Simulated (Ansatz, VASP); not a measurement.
**AlN: VASP beside Ansatz**

File INCAR:

```
PREC = Accurate
ENCUT = 520
EDIFF = 1E-6
ISMEAR = 0
SIGMA = 0.05
LREAL = False
LASPH = True
NELM = 60
ALGO = Normal
ISIF = 2
LWAVE = False
LCHARG = False
GGA = PS
NBANDS = 16
```

The input KPOINTS:

```
Automatic mesh
0
Gamma
  9 9 6
```

The input POSCAR:

```
AlN
1.0
    3.3214000000      0.0000000000      0.0000000000
   -1.6607000000      2.8764167761      0.0000000000
    0.0000000000      0.0000000000      4.1412155349
Al N
2 2
Direct
    0.3333333333      0.6666666667      0.7500000000
    0.6666666667      0.3333333333      0.2500000000
    0.3333333333      0.6666666667      0.2500000000
    0.6666666667      0.3333333333      0.7500000000
```

Input for Ansatz:

```yaml
crystal:
  lattice:
    - [3.3214, 0.0, 0.0]
    - [-1.6607, 2.8764167761, 0.0]
    - [0.0, 0.0, 4.1412155349]
  atoms:
    - { symbol: Al, position: [0.3333333333, 0.6666666667, 0.75] }
    - { symbol: Al, position: [0.6666666667, 0.3333333333, 0.25] }
    - { symbol: "N", position: [0.3333333333, 0.6666666667, 0.25] }
    - { symbol: "N", position: [0.6666666667, 0.3333333333, 0.75] }
basis:
  ecutwfc: 520.0
kpoints:
  mp_grid: { grid: [9, 9, 6] }
hamiltonian:
  xc: pbesol
scf:
  occupations: { method: gaussian, width: 0.05 }
output:
  forces: true
  stress: true
  eigenvalues: true
  write_density: true
  write_potential: true
  elf: true
  volumetric_format: npy
```

Alike in both runs: task single point; functional PBEsol; k mesh 9 × 9 × 6; occupations gaussian, width 0.05 eV; no spin polarisation.

|  | VASP | Ansatz |
| --- | --- | --- |
| version | VASP 6.6.1 | Ansatz 0.2.0 |
| potentials or method | VASP PAW PBE potentials, release 64 (Al, N), cutoff 520 eV | scalar-relativistic, plane waves, PAW |
| valence electrons in the cell | 16 | 16 |

VASP gave:

* gap on the k mesh at the Fermi level (eV): 3.27
* least direct gap on the mesh (eV): 3.27
* pressure (GPa): -2.7
* traceless stress, the component that is largest in VASP (GPa): 1.02

Problem. Estimate Ansatz's values.

Solution. gap on the k mesh at the Fermi level (eV): 3.25; least direct gap on the mesh (eV): 3.25; pressure (GPa): -2.6; traceless stress, the component that is largest in VASP (GPa): 1.04.

VASP's potentials were made for PBE, not for PBEsol. With one functional, cell and mesh, what is left measures potentials, basis and numerics.
